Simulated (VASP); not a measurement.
# Ta2Al3 (P-3m1) in VASP: further runs, part 2 of 2

VASP 6.6.1. The steps go on from the part before.

## (3) Single point, PBE

This run uses another cell than the first one, of 19.64 Å³/atom, 1.365 times its volume.

INCAR reads:

```
  ALGO = Normal
  EDIFF = 1E-6
  ENCUT = 520
  GGA = PE
  ISIF = 2
  ISMEAR = 0
  LASPH = True
  LCHARG = True
  LELF = True
  LREAL = False
  LVHAR = True
  LWAVE = False
  NBANDS = 24
  NELM = 60
  PREC = Accurate
  SIGMA = 0.1
```

KPOINTS reads:

```
k-points
0
Gamma
  6 6 4
```

POSCAR reads:

```
Ta2Al3
1.0
    4.5214541063      0.0000000000      0.0000000000
   -2.2607270532      3.9156941181      0.0000000000
    0.0000000000      0.0000000000      5.5466868706
Ta Al
2 3
Direct
    0.6666666667      0.3333333333      0.8847188334
    0.3333333333      0.6666666667      0.1152811666
    0.6666666667      0.3333333333      0.3827245156
    0.3333333333      0.6666666667      0.6172754844
    0.0000000000      0.0000000000      0.0000000000
```

Potentials or basis: VASP PAW PBE potentials, release 64 (Ta_pv, Al).

Started as:

```bash
$ cat potpaw_PBE.64/Ta_pv/POTCAR potpaw_PBE.64/Al/POTCAR > POTCAR
$ mpirun -np 1 vasp_std > vasp.out
```

OUTCAR:

```text
EDIFF = 1E-6
   ENCUT = 520
   GGA = PE
   ISIF = 2
   ISMEAR = 0
   LASPH = True
   LREAL = False
   NELM = 60
   PREC = Accurate

 ion  position               nearest neighbor table
   1  0.667  0.333  0.885-   5 2.69   5 2.69   5 2.69   3 2.76   3 2.78   2 2.91   2 2.91   2 2.91
                             4 3.00   4 3.00   4 3.00
   2  0.333  0.667  0.115-   5 2.69   5 2.69   5 2.69   4 2.76   4 2.78   1 2.91   1 2.91   1 2.91
                             3 3.00   3 3.00   3 3.00
   3  0.667  0.333  0.383-   1 2.76   1 2.78   4 2.92   4 2.92   4 2.92   2 3.00   2 3.00   2 3.00
                             5 3.36   5 3.36   5 3.36
   4  0.333  0.667  0.617-   2 2.76   2 2.78   3 2.92   3 2.92   3 2.92   1 3.00   1 3.00   1 3.00
                             5 3.36   5 3.36   5 3.36
   5  0.000  0.000  0.000-   1 2.69   2 2.69   1 2.69   2 2.69   1 2.69   2 2.69   3 3.36   4 3.36
                             3 3.36   4 3.36   4 3.36   3 3.36

  LATTYP: Found a hexagonal cell.
 ALAT       =     4.5214541063
 C/A-ratio  =     1.2267484619

  Lattice vectors:

 A1 = (   4.5214541063,   0.0000000000,   0.0000000000)
 A2 = (  -2.2607270532,   3.9156941181,   0.0000000000)
[... 184 lines left out ...]
 val. band max:        5.2201151688   @ k =   0.3333   0.1667   0.2500
 cond. band min:       5.2782949293   @ k =   0.1667   0.1667   0.2500
 fundamental gap:      0.0581797604
 Fermi energy:         5.2359472165

 k-point     1 :       0.0000    0.0000    0.0000
  band No.  band energies     occupation
      1     -28.7049      2.00000
      2     -28.7049      2.00000
      3     -28.5836      2.00000
      4     -28.4770      2.00000
      5     -28.3617      2.00000
      6     -28.3617      2.00000
[... 637 lines left out ...]
     23      10.8120      0.00000
     24      10.8120      0.00000

------------------------ aborting loop because EDIFF is reached ----------------------------------------

  FORCE on cell =-STRESS in cart. coord.  units (eV):
  Direction    XX          YY          ZZ          XY          YZ          ZX
  --------------------------------------------------------------------------------------
  -------------------------------------------------------------------------------------
  Total        0.0039909      0.0039909      0.0020993     -0.0000000     -0.0000000     -0.0000000
  in kB        0.0651119      0.0651119      0.0342503     -0.0000000     -0.0000000     -0.0000000
  external PRESSURE =       0.0548247 kB  Pullay stress =       0.0000000 kB

 VOLUME and BASIS-vectors are now :
 -----------------------------------------------------------------------------
  energy-cutoff  :      520.00
  volume of cell :       98.20
      direct lattice vectors                 reciprocal lattice vectors
     4.521454106  0.000000000  0.000000000     0.221167787  0.127691282  0.000000000
    -2.260727053  3.915694118  0.000000000     0.000000000  0.255382563  0.000000000
     0.000000000  0.000000000  5.546686871     0.000000000  0.000000000  0.180287805

 POSITION                                       TOTAL-FORCE (eV/Angst)
 -----------------------------------------------------------------------------------
      2.26073      1.30523      4.90726        -0.000000      0.000000      0.005834
     -0.00000      2.61046      0.63943         0.000000     -0.000000     -0.005834
      2.26073      1.30523      2.12285        -0.000000      0.000000     -0.002256
     -0.00000      2.61046      3.42383         0.000000     -0.000000      0.002256
      0.00000      0.00000      0.00000         0.000000      0.000000      0.000000
 -----------------------------------------------------------------------------------
    total drift:                                0.000000      0.000000     -0.000000

  FREE ENERGIE OF THE ION-ELECTRON SYSTEM (eV)
  ---------------------------------------------------
  free  energy   TOTEN  =       -34.3453635957 eV

  energy  without entropy=      -34.3251213898  energy(sigma->0) =      -34.33524249
```

Run time: 44 s. Hardware: 1 thread of AMD EPYC 7R43 (Zen 3), shared host; peak memory 0.2 GiB.

Results:

```
Free energy   : -34.3454 eV
Pressure      : 0.0 GPa
Largest force : 0.006 eV/Å
```

Forces on the atoms (eV/Å):
```
Ta   0.000  0.000  0.006
Ta   0.000  0.000 -0.006
Al   0.000  0.000 -0.002
Al   0.000  0.000  0.002
Al   0.000  0.000  0.000
```

Caveat: spin-orbit coupling is left out, which moves the levels of the heavy elements.

## (4) Relaxation of cell and atoms, PBE

INCAR reads:

```
ALGO     = Fast           # electronic algorithm
EDIFF    = 1E-6           # SCF threshold, eV
EDIFFG   = -0.04          # ionic threshold
ENCUT    = 600            # plane-wave cutoff, eV
GGA      = PE             # functional
IBRION   = 2              # ionic algorithm
ISIF     = 3              # what is computed and relaxed
ISMEAR   = 0              # smearing method
LASPH    = T              # aspherical terms in the spheres
LCHARG   = F              # write CHGCAR
LREAL    = F              # projectors in reciprocal space
LWAVE    = F              # write WAVECAR
NELM     = 80             # most SCF steps
NSW      = 90             # ionic steps
PREC     = Accurate       # precision mode
SIGMA    = 0.1            # smearing width, eV
```

KPOINTS is that of step 3.

POSCAR reads:

```
Ta2Al3
1.0
    4.0910563600      0.0000000000      0.0000000000
   -2.0455281800      3.5429587300      0.0000000000
    0.0000000000      0.0000000000      4.9621067600
Ta Al
2 3
Direct
    0.6666666700      0.3333333300      0.8575603400
    0.3333333300      0.6666666700      0.1424396600
    0.6666666700      0.3333333300      0.3600405200
    0.3333333300      0.6666666700      0.6399594800
    0.0000000000      0.0000000000      0.0000000000
```

Started as:

```bash
$ cat potpaw_PBE.64/Ta_pv/POTCAR potpaw_PBE.64/Al/POTCAR > POTCAR
$ mpirun -np 1 vasp_std > vasp.out
```

Run time: 14 min. Hardware: 1 thread of AMD EPYC 7R43 (Zen 3), shared host; peak memory 0.21 GiB.

It converged, with:

```
Free energy                            : -34.3419 eV
Relaxed volume                         : 19.68 Å³/atom
Relaxed cell                           : a = 4.525 Å, b = 4.525 Å, c = 5.549 Å, α = 90.00°, β = 90.00°, γ = 120.00°
Space group after relaxing (to 0.05 Å) : P-3m1 (No. 164)
Energy gained by relaxing              : 750.9 meV/atom
Ionic steps                            : 14
Pressure after relaxing                : -0.2 GPa
Largest force after relaxing           : 0.013 eV/Å
```

Forces on the atoms (eV/Å):
```
Ta   0.000  0.000  0.009
Ta   0.000  0.000 -0.009
Al   0.000  0.000 -0.013
Al   0.000  0.000  0.013
Al   0.000  0.000  0.000
```

Stress tensor (GPa, compression positive):
```
-0.24  0.00  0.00
 0.00 -0.24  0.00
 0.00  0.00 -0.16
```

Step by step:
```csv
step,energy change (eV),largest force (eV/Å),pressure (GPa),volume (Å³)
1,0.0000,0.8391,58.22,71.92
2,28.6042,0.8228,4.08,141.21
3,2.4741,2.0907,-19.94,154.71
4,1.0137,2.2439,-20.02,143.21
5,-2.3037,0.3638,29.64,80.82
6,-3.5267,1.5380,-0.01,96.21
7,-3.5280,1.4746,1.04,95.40
8,-3.6648,0.6345,2.12,95.58
9,-3.6685,0.7523,2.47,95.62
10,-3.7191,0.4688,-1.90,99.79
11,-3.7199,0.5007,-1.43,99.31
12,-3.7499,0.1966,-0.31,98.57
13,-3.7521,0.1641,0.10,98.32
14,-3.7546,0.0134,-0.22,98.41
```

Final structure:
```yaml
crystal:
  lattice:
    - [4.52526, 0.00000, 0.00000]
    - [-2.26263, 3.91899, 0.00000]
    - [0.00000, 0.00000, 5.54907]
  atoms:
    - { symbol: Ta, position: [0.66667, 0.33333, 0.88492] }
    - { symbol: Ta, position: [0.33333, 0.66667, 0.11508] }
    - { symbol: Al, position: [0.66667, 0.33333, 0.38296] }
    - { symbol: Al, position: [0.33333, 0.66667, 0.61704] }
    - { symbol: Al, position: [0.00000, 0.00000, 0.00000] }
```

Levels at points of the mesh, in eV from the Fermi level:
```csv
k point,band 11,band 12,band 13,band 14,band 15,band 16,band 17,band 18,band 19
"(0.00, 0.00, 0.00)",-2.76,-1.15,-1.15,-0.22,0.17,0.17,1.49,1.49,1.82
"(0.50, 0.00, 0.00)",-1.31,-1.24,-1.07,-0.99,-0.58,-0.41,-0.26,1.02,1.38
"(0.00, 0.00, 0.50)",-2.41,-1.34,-1.34,-0.64,0.38,0.38,1.77,2.45,2.45
"(0.50, 0.00, 0.50)",-2.73,-1.84,-0.96,-0.82,-0.63,-0.31,0.50,2.00,2.01
```

Caveat: the volume moved by over 15 % at a fixed basis, so the end points are rough; spin-orbit coupling is left out, which moves the levels of the heavy elements.

## (5) Summary

| task | cell | cutoff (eV) | gap on the mesh (eV) | pressure (GPa) | largest force (eV/Å) |
| --- | --- | --- | --- | --- | --- |
| single point | a = 4.091, b = 4.091, c = 4.962 Å, angles 90.0, 90.0, 120.0°, 5 atoms | 520 | none | 58.2 | 0.84 |
| single point | a = 4.521, b = 4.521, c = 5.547 Å, angles 90.0, 90.0, 120.0°, 5 atoms | 520 | none | 0.0 | 0.01 |
| relaxation of cell and atoms | relaxed from a = 4.091, b = 4.091, c = 4.962 Å, angles 90.0, 90.0, 120.0°, 5 atoms | 600 | none | -0.2 | 0.01 |

Alike in all rows: level PBE; potentials or basis VASP PAW PBE potentials, release 64 (Ta_pv, Al); no spin polarisation; k mesh 6 × 6 × 4; smearing gaussian 0.1 eV.

Caveats: spin-orbit coupling is left out, which moves the levels of the heavy elements; the volume moved by over 15 % at a fixed basis, so the end points are rough (some runs).

Absolute energies hang on the potentials; compare differences alone.
